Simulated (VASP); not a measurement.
Wanted: the native input for a VASP 6.6.1 run.

| Item | Value |
| --- | --- |
| Task | single point |
| Functional | LDA |
| Potentials or basis | VASP PAW LDA potentials, release 64 (Ni, H) |
| Cutoff | 520 eV |
| k mesh | 18 × 18 × 10 |
| Occupations | fermi-dirac, width 0.15 eV |
| Spin | no spin polarisation |
| Dipole correction | no |
| Further INCAR settings | ALGO = Normal; EDIFF = 1e-06; NBANDS = 18 |

The structure of Ni2H lies in POSCAR:

```
Ni2H
1.0
    2.4909003065      0.0000000000      0.0000000000
   -1.2454501532      2.1571829437      0.0000000000
    0.0000000000      0.0000000000      4.1176947857
Ni H
2 1
Direct
    0.6666666667      0.3333333333      0.7684489042
    0.3333333333      0.6666666667      0.2875510959
    0.0000000000      0.0000000000      0.0280000000
```

One way to write it, as run:

INCAR

```
ALGO = Normal ; EDIFF = 1E-6
ENCUT = 520 ; ISIF = 2
ISMEAR = -1 ; LASPH = T
LCHARG = F ; LREAL = F
LWAVE = F ; NBANDS = 18
NELM = 60 ; PREC = Accurate
SIGMA = 0.15
```

KPOINTS

```
k-points
0
Gamma
  18 18 10
```

Potentials or basis: VASP PAW LDA potentials, release 64 (Ni, H).

The run is started by

```sh
$ cat potpaw_LDA.64/Ni/POTCAR potpaw_LDA.64/H/POTCAR > POTCAR
$ mpirun -np 1 vasp_std > vasp.out
```

Results of the run:

```yaml
Pressure: 0.1 GPa
Largest_force: 0.014 eV/Å
Band_gap_on_the_k_mesh: zero (an odd number of electrons rules out a gap without spin polarisation)
```

Run time: 94 s on 1 thread of Intel(R) Xeon(R) Platinum 8488C (Sapphire Rapids) (shared host), peak memory 0.22 GiB.
